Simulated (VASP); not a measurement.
# KScSe2 (P4/nmm) in VASP: notebook, part 2 of 2

VASP 6.6.1.

**3. Single point, r2SCAN (27.39 Å³/atom)**

This run uses another cell than the first one, of 27.39 Å³/atom.

POSCAR reads:

```
KScSe2
1.0
    4.2192441921      0.0000000000      0.0000000000
    0.0000000000      4.2192441921      0.0000000000
    0.0000000000      0.0000000000     12.3091019388
K Se Sc
2 4 2
Direct
    0.5000000000      0.0000000000      0.8891082168
    0.0000000000      0.5000000000      0.1108917832
    0.5000000000      0.0000000000      0.1747567390
    0.0000000000      0.5000000000      0.3978283753
    0.5000000000      0.0000000000      0.6021716247
    0.0000000000      0.5000000000      0.8252432610
    0.5000000000      0.0000000000      0.3746775327
    0.0000000000      0.5000000000      0.6253224673
```

INCAR.step1 reads:

```
SYSTEM = KScSe2
PREC = Accurate
ENCUT = 520
ISMEAR = 0
SIGMA = 0.01
LREAL = .False.
LASPH = .True.
NELM = 60
NBANDS = 42
GGA = PE
ALGO = Normal
EDIFF = 1E-4
LWAVE = .True.
LCHARG = .False.
```

INCAR.step2 reads:

```
SYSTEM = KScSe2
PREC = Accurate
ENCUT = 520
EDIFF = 1E-6
ISMEAR = 0
SIGMA = 0.01
LREAL = .False.
LASPH = .True.
NELM = 60
ALGO = Normal
ISIF = 2
LWAVE = .False.
LCHARG = .False.
METAGGA = R2SCAN
LMIXTAU = .True.
NBANDS = 42
ISTART = 1
```

KPOINTS reads:

```
Automatic mesh
0
Gamma
  6 6 2
  0 0 0
```

Potentials or basis: VASP PAW PBE potentials, release 64 (K_sv, Se, Sc_sv).

The run is started by

```console
cat potpaw_PBE.64/K_sv/POTCAR potpaw_PBE.64/Se/POTCAR potpaw_PBE.64/Sc_sv/POTCAR > POTCAR
cp INCAR.step1 INCAR
mpirun -np 1 vasp_std > vasp.out
cp INCAR.step2 INCAR
mpirun -np 1 vasp_std > vasp.out
```

OUTCAR:

```text
SYSTEM = KScSe2
   PREC = Accurate
   ENCUT = 520
   EDIFF = 1E-6
   ISMEAR = 0
   LREAL = .False.
   LASPH = .True.
   NELM = 60
   ISIF = 2
   METAGGA = R2SCAN
   ISTART = 1

 ion  position               nearest neighbor table
   1  0.500  0.000  0.889-   6 3.09   6 3.09   6 3.09   6 3.09
   2  0.000  0.500  0.111-   3 3.09   3 3.09   3 3.09   3 3.09
   3  0.500  0.000  0.175-   7 2.46   2 3.09   2 3.09   2 3.09   2 3.09
   4  0.000  0.500  0.398-   8 2.80   7 3.00   7 3.00   7 3.00   7 3.00
   5  0.500  0.000  0.602-   7 2.80   8 3.00   8 3.00   8 3.00   8 3.00
   6  0.000  0.500  0.825-   8 2.46   1 3.09   1 3.09   1 3.09   1 3.09
   7  0.500  0.000  0.375-   3 2.46   5 2.80   4 3.00   4 3.00   4 3.00   4 3.00
   8  0.000  0.500  0.625-   6 2.46   4 2.80   5 3.00   5 3.00   5 3.00   5 3.00

  LATTYP: Found a simple tetragonal cell.
 ALAT       =     4.2192441921
 C/A-ratio  =     2.9173713059

  Lattice vectors:

 A1 = (   4.2192441921,   0.0000000000,   0.0000000000)
 A2 = (   0.0000000000,   4.2192441921,   0.0000000000)
 A3 = (   0.0000000000,   0.0000000000,  12.3091019388)

Analysis of symmetry for initial positions (statically):
=====================================================================
 Subroutine PRICEL returns:
 Original cell was already a primitive cell.

 Routine SETGRP: Setting up the symmetry group for a
 simple tetragonal supercell.

 Subroutine GETGRP returns: Found 16 space group operations
 (whereof  8 operations were pure point group operations)
 out of a pool of 16 trial point group operations.

The static configuration has the point symmetry D_2d.
 The point group associated with its full space group is D_4h.

Analysis of symmetry for dynamics (positions and initial velocities):
=====================================================================
 Subroutine PRICEL returns:
 Original cell was already a primitive cell.
[... 139 lines left out ...]
  Thomas-Fermi vector in A             =   2.222314
   LORBIT       =      0    0 simple, 1 ext, 2 COOP (PROOUT), +10 PAW based schemes
   METAGGA = R2SCAN    functional components
   LHFCALC =     F    Hartree Fock is set to
   AEXX    =    0.0000 exact exchange contribution
   IVDW    =     0    specifies the selected vdW correction
   LEPSILON=     F    determine dielectric tensor
   LRPA    =     F    only Hartree local field effects (RPA)
 non-spin polarized calculation
 Gauss-broadening in eV      SIGMA  =   0.01
  energy-cutoff  :      520.00
  volume of cell :      219.13
 maximum number of plane-waves:      5928
 NGX is ok and might be reduce to    32
   NGX = 15   NGY = 15   NGZ = 45

 number of electron      63.9999988 magnetization

 Free energy of the ion-electron system (eV)
  ---------------------------------------------------
  ext. energy  EPLUGINS =         0.00000000
  ---------------------------------------------------
  free energy    TOTEN  =      -104.99091222 eV

  energy without entropy =     -104.99091222  energy(sigma->0) =     -104.99091222

 E-fermi :   1.6798     XC(G=0):  -9.2108

 val. band max:        1.5036420438   @ k =   0.0000   0.0000   0.5000
 cond. band min:       2.1951299843   @ k =   0.0000   0.0000   0.0000
 fundamental gap:      0.6914879405
 Fermi energy:         1.6797525778

 k-point     1 :       0.0000    0.0000    0.0000
  band No.  band energies     occupation
      1     -50.5961      2.00000
      2     -50.5952      2.00000
      3     -28.6979      2.00000
      4     -28.6770      2.00000
      5     -28.2821      2.00000
      6     -28.2821      2.00000
[... 889 lines left out ...]
     41       4.2868      0.00000
     42       4.2868      0.00000

------------------------ aborting loop because EDIFF is reached ----------------------------------------

  FORCE on cell =-STRESS in cart. coord.  units (eV):
  Direction    XX          YY          ZZ          XY          YZ          ZX
  --------------------------------------------------------------------------------------
  -------------------------------------------------------------------------------------
  Total       -1.4464438     -1.4464438     -2.3037583      0.0000000      0.0000000      0.0000000
  in kB      -10.5758786    -10.5758786    -16.8442550      0.0000000      0.0000000      0.0000000
  external PRESSURE =     -12.6653374 kB  Pullay stress =       0.0000000 kB

 VOLUME and BASIS-vectors are now :
 -----------------------------------------------------------------------------
  energy-cutoff  :      520.00
  volume of cell :      219.13
      direct lattice vectors                 reciprocal lattice vectors
     4.219244192  0.000000000  0.000000000     0.237009273  0.000000000  0.000000000
     0.000000000  4.219244192  0.000000000     0.000000000  0.237009273  0.000000000
     0.000000000  0.000000000 12.309101939     0.000000000  0.000000000  0.081240695

 POSITION                                       TOTAL-FORCE (eV/Angst)
 -----------------------------------------------------------------------------------
      2.10962      0.00000     10.94412         0.000000      0.000000     -0.048671
      0.00000      2.10962      1.36498        -0.000000      0.000000      0.048671
      2.10962      0.00000      2.15110        -0.000000     -0.000000      0.166431
      0.00000      2.10962      4.89691        -0.000000      0.000000      0.088644
      2.10962      0.00000      7.41219         0.000000     -0.000000     -0.088644
      0.00000      2.10962     10.15800         0.000000     -0.000000     -0.166431
      2.10962      0.00000      4.61194        -0.000000      0.000000     -0.098462
      0.00000      2.10962      7.69716        -0.000000      0.000000      0.098462
 -----------------------------------------------------------------------------------
    total drift:                                0.000000     -0.000000      0.000000

  FREE ENERGIE OF THE ION-ELECTRON SYSTEM (eV)
  ---------------------------------------------------
  free  energy   TOTEN  =      -104.9909122247 eV

  energy  without entropy=     -104.9909122247  energy(sigma->0) =     -104.99091222
```

It took 16 min on 1 thread of Oxide Virtual Turin-like, shared host; peak memory 0.4 GiB.

What came out:

```yaml
Free_energy: -104.9909 eV
Pressure: -1.3 GPa
Largest_force: 0.166 eV/Å
Band_gap_on_the_k_mesh: 0.69 eV
```

Forces in eV/Å, atoms in the order of the input:
```
K    0.000  0.000 -0.049
K    0.000  0.000  0.049
Se   0.000  0.000  0.166
Se   0.000  0.000  0.089
Se   0.000  0.000 -0.089
Se   0.000  0.000 -0.166
Sc   0.000  0.000 -0.098
Sc   0.000  0.000  0.098
```

Levels at points of the mesh, in eV from the valence-band top:
```tsv
k point	band 29	band 30	band 31	band 32	band 33	band 34	band 35	band 36
(0.00, 0.00, 0.00)	-0.22	-0.22	-0.01	-0.01	0.69	1.21	1.70	1.93
(0.50, 0.00, 0.00)	-1.09	-1.09	-0.39	-0.39	2.42	2.42	2.57	2.57
(0.50, 0.50, 0.00)	-1.17	-1.17	-0.88	-0.88	2.12	2.12	2.52	2.52
(0.00, 0.00, 0.50)	-0.23	-0.23	0.00	0.00	0.69	1.21	1.70	1.93
(0.50, 0.00, 0.50)	-0.93	-0.93	-0.39	-0.39	2.40	2.40	2.55	2.55
(0.50, 0.50, 0.50)	-1.25	-1.25	-0.90	-0.90	2.22	2.22	2.53	2.53
```

Caveat: semilocal functionals underestimate gaps, and a narrow one can read as zero; the PAW data sets were made with another functional, which shifts forces and pressure a little. A k mesh can miss the band edges.

**4. Single point, r2SCAN (28.19 Å³/atom)**

This run uses another cell than the first one, of 28.19 Å³/atom.

POSCAR: that of step 3 with these lines changed.

```diff
@@ -2,5 +2,5 @@
 1.0
-    4.2192441921      0.0000000000      0.0000000000
-    0.0000000000      4.2192441921      0.0000000000
-    0.0000000000      0.0000000000     12.3091019388
+    4.2598163367      0.0000000000      0.0000000000
+    0.0000000000      4.2598163367      0.0000000000
+    0.0000000000      0.0000000000     12.4274659493
 K Se Sc
```

INCAR.step1 reads:

```
SYSTEM = KScSe2
PREC     = Accurate       ! precision mode
ENCUT    = 520            ! plane-wave cutoff, eV
ISMEAR   = 0              ! smearing method
SIGMA    = 0.01           ! smearing width, eV
LREAL    = .FALSE.        ! projectors in reciprocal space
LASPH    = .TRUE.         ! aspherical terms in the spheres
NELM     = 100            ! most SCF steps
NBANDS   = 42             ! bands
GGA      = PE             ! functional
ALGO     = Normal         ! electronic algorithm
EDIFF    = 1E-4           ! SCF threshold, eV
LWAVE    = .TRUE.         ! write WAVECAR
LCHARG   = .FALSE.        ! write CHGCAR
```

INCAR.step2 reads:

```
SYSTEM = KScSe2
PREC     = Accurate       ! precision mode
ENCUT    = 520            ! plane-wave cutoff, eV
EDIFF    = 1E-6           ! SCF threshold, eV
ISMEAR   = 0              ! smearing method
SIGMA    = 0.01           ! smearing width, eV
LREAL    = .FALSE.        ! projectors in reciprocal space
LASPH    = .TRUE.         ! aspherical terms in the spheres
NELM     = 100            ! most SCF steps
ALGO     = Normal         ! electronic algorithm
ISIF     = 2              ! what is computed and relaxed
LWAVE    = .FALSE.        ! write WAVECAR
LCHARG   = .TRUE.         ! write CHGCAR
METAGGA  = R2SCAN         ! meta-GGA
LMIXTAU  = .TRUE.       
LELF     = .TRUE.         ! ELF
LVHAR    = .TRUE.       
NBANDS   = 42             ! bands
ISTART   = 1
```

KPOINTS reads:

```
regular mesh
0
G
  6 6 2
  0 0 0
```

Potentials or basis: VASP PAW PBE potentials, release 64 (K_sv, Se, Sc_sv).

The run is started by

```console
cat potpaw_PBE.64/K_sv/POTCAR potpaw_PBE.64/Se/POTCAR potpaw_PBE.64/Sc_sv/POTCAR > POTCAR
cp INCAR.step1 INCAR
mpirun -np 1 vasp_std > vasp.out
cp INCAR.step2 INCAR
mpirun -np 1 vasp_std > vasp.out
```

OUTCAR:

```text
SYSTEM = KScSe2
   PREC = Accurate
   ENCUT = 520
   EDIFF = 1E-6
   ISMEAR = 0
   LREAL = .FALSE.
   LASPH = .TRUE.
   NELM = 100
   ISIF = 2
   METAGGA = R2SCAN
   ISTART = 1

 ion  position               nearest neighbor table
   1  0.500  0.000  0.889-   6 3.11   6 3.11   6 3.11   6 3.11
   2  0.000  0.500  0.111-   3 3.11   3 3.11   3 3.11   3 3.11
   3  0.500  0.000  0.175-   7 2.48   2 3.11   2 3.11   2 3.11   2 3.11
   4  0.000  0.500  0.398-   8 2.83   7 3.03   7 3.03   7 3.03   7 3.03
   5  0.500  0.000  0.602-   7 2.83   8 3.03   8 3.03   8 3.03   8 3.03
   6  0.000  0.500  0.825-   8 2.48   1 3.11   1 3.11   1 3.11   1 3.11
[... 1111 lines left out ...]
  in kB      -20.4594340    -20.4594340    -33.3897408      0.0000000      0.0000000      0.0000000
  external PRESSURE =     -24.7695363 kB  Pullay stress =       0.0000000 kB

 VOLUME and BASIS-vectors are now :
 -----------------------------------------------------------------------------
  energy-cutoff  :      520.00
  volume of cell :      225.51
      direct lattice vectors                 reciprocal lattice vectors
     4.259816337  0.000000000  0.000000000     0.234751905  0.000000000  0.000000000
     0.000000000  4.259816337  0.000000000     0.000000000  0.234751905  0.000000000
     0.000000000  0.000000000 12.427465949     0.000000000  0.000000000  0.080466927

 POSITION                                       TOTAL-FORCE (eV/Angst)
 -----------------------------------------------------------------------------------
      2.12991      0.00000     11.04936         0.000000      0.000000     -0.097763
      0.00000      2.12991      1.37810         0.000000     -0.000000      0.097763
      2.12991      0.00000      2.17178         0.000000      0.000000      0.353636
      0.00000      2.12991      4.94400        -0.000000     -0.000000      0.181545
      2.12991      0.00000      7.48347         0.000000      0.000000     -0.181545
      0.00000      2.12991     10.25568         0.000000     -0.000000     -0.353636
      2.12991      0.00000      4.65629        -0.000000      0.000000     -0.210442
      0.00000      2.12991      7.77117         0.000000      0.000000      0.210442
 -----------------------------------------------------------------------------------
    total drift:                                0.000000      0.000000      0.000000

  FREE ENERGIE OF THE ION-ELECTRON SYSTEM (eV)
  ---------------------------------------------------
  free  energy   TOTEN  =      -104.9170819751 eV

  energy  without entropy=     -104.9170819751  energy(sigma->0) =     -104.91708198
```

OUTCAR.step1:

```text
SYSTEM = KScSe2
   PREC = Accurate
   ENCUT = 520
   ISMEAR = 0
   LREAL = .FALSE.
   LASPH = .TRUE.
[... 1141 lines left out ...]
      0.00000      2.12991     10.25568         0.000000      0.000000     -0.283807
      2.12991      0.00000      4.65629        -0.000000      0.000000     -0.127971
      0.00000      2.12991      7.77117         0.000000      0.000000      0.127971
 -----------------------------------------------------------------------------------
    total drift:                                0.000000      0.000000      0.000000

  FREE ENERGIE OF THE ION-ELECTRON SYSTEM (eV)
  ---------------------------------------------------
  free  energy   TOTEN  =       -39.6051002670 eV

  energy  without entropy=      -39.6051002670  energy(sigma->0) =      -39.60510027
```

Run time: 17 min. Hardware: 1 thread of Oxide Virtual Turin-like, shared host; peak memory 0.4 GiB.

What came out:

```yaml
Free_energy: -104.9171 eV
Pressure: -2.5 GPa
Largest_force: 0.354 eV/Å
Band_gap_on_the_k_mesh: 0.72 eV
```

Forces in eV/Å, atoms in the order of the input:
```
K    0.000  0.000 -0.098
K    0.000  0.000  0.098
Se   0.000  0.000  0.354
Se   0.000  0.000  0.182
Se   0.000  0.000 -0.182
Se   0.000  0.000 -0.354
Sc   0.000  0.000 -0.210
Sc   0.000  0.000  0.210
```

Stress tensor (GPa, compression positive):
```
-2.05  0.00  0.00
 0.00 -2.05  0.00
 0.00  0.00 -3.34
```

Levels at points of the mesh, in eV from the valence-band top:
```tsv
k point	band 30	band 31	band 32	band 33	band 34	band 35
(0.00, 0.00, 0.00)	-0.20	-0.01	-0.01	0.72	1.21	1.66
(0.50, 0.00, 0.00)	-1.06	-0.35	-0.35	2.34	2.34	2.50
(0.50, 0.50, 0.00)	-1.15	-0.85	-0.85	2.09	2.09	2.43
(0.00, 0.00, 0.50)	-0.21	0.00	0.00	0.72	1.21	1.66
(0.50, 0.00, 0.50)	-0.91	-0.36	-0.36	2.33	2.33	2.48
(0.50, 0.50, 0.50)	-1.23	-0.87	-0.87	2.17	2.17	2.43
```

Caveat: semilocal functionals underestimate gaps, and a narrow one can read as zero; the PAW data sets were made with another functional, which shifts forces and pressure a little. A k mesh can miss the band edges.

**5. The runs side by side**

| cell | gap on the mesh (eV) | pressure (GPa) | largest force (eV/Å) |
| --- | --- | --- | --- |
| a = 4.178, b = 4.178, c = 12.188 Å, 8 atoms | 0.66 | 0.1 | 0.04 |
| a = 4.219, b = 4.219, c = 12.309 Å, 8 atoms | 0.69 | -1.3 | 0.17 |
| a = 4.260, b = 4.260, c = 12.427 Å, 8 atoms | 0.72 | -2.5 | 0.35 |

Alike in all rows: task single point; level r2SCAN; potentials or basis VASP PAW PBE potentials, release 64 (K_sv, Se, Sc_sv); no spin polarisation; k mesh 6 × 6 × 2; cutoff (eV) 520; smearing gaussian 0.01 eV.

Caveats: semilocal functionals underestimate gaps, and a narrow one can read as zero; the PAW data sets were made with another functional, which shifts forces and pressure a little.

Absolute energies hang on the potentials; compare differences alone.
